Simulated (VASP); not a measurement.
Wanted: the native input for a VASP 6.6.1 run.

```
Task                   : single point
Functional             : PBE
Potentials or basis    : VASP PAW PBE potentials, release 64 (Sb)
Cutoff                 : 500 eV
k mesh                 : 12 × 12 × 12
Occupations            : fermi-dirac, width 0.08 eV
Spin                   : no spin polarisation
Dipole correction      : no
Further INCAR settings : ALGO = Normal; EDIFF = 1e-06; NBANDS = 8
```

The structure of Sb lies in POSCAR:

```
Sb
1.0
    3.1809277622      0.0000000000      0.0000000000
    0.0000000000      3.1809277622      0.0000000000
    0.0000000000      0.0000000000      3.1809277622
Sb
1
Direct
    0.0000000000      0.0000000000      0.0000000000
```

This cell differs from its parent crystal: volume scaled by 1.02.

These files were run (other wordings do the same):

INCAR

```
SYSTEM = Sb
ALGO = Normal
EDIFF = 1E-6
ENCUT = 500
GGA = PE
GGA_COMPAT = .FALSE.
ISIF = 2
ISMEAR = -1
LASPH = .TRUE.
LCHARG = .TRUE.
LELF = .TRUE.
LREAL = .FALSE.
LVHAR = .TRUE.
LWAVE = .FALSE.
NBANDS = 8
NELM = 120
PREC = Accurate
SIGMA = 0.08
```

KPOINTS

```
k-points
0
G
  12 12 12
  0 0 0
```

Potentials or basis: VASP PAW PBE potentials, release 64 (Sb).

Launch:

```sh
$ cat potpaw_PBE.64/Sb/POTCAR > POTCAR
$ mpirun -np 1 vasp_std > vasp.out
```

It gave:

* Pressure: -3.1 GPa

It took 8.1 s on 1 thread of AMD EPYC 9R45 96-Core Processor (Zen 5) (shared host), peak memory 0.12 GiB.
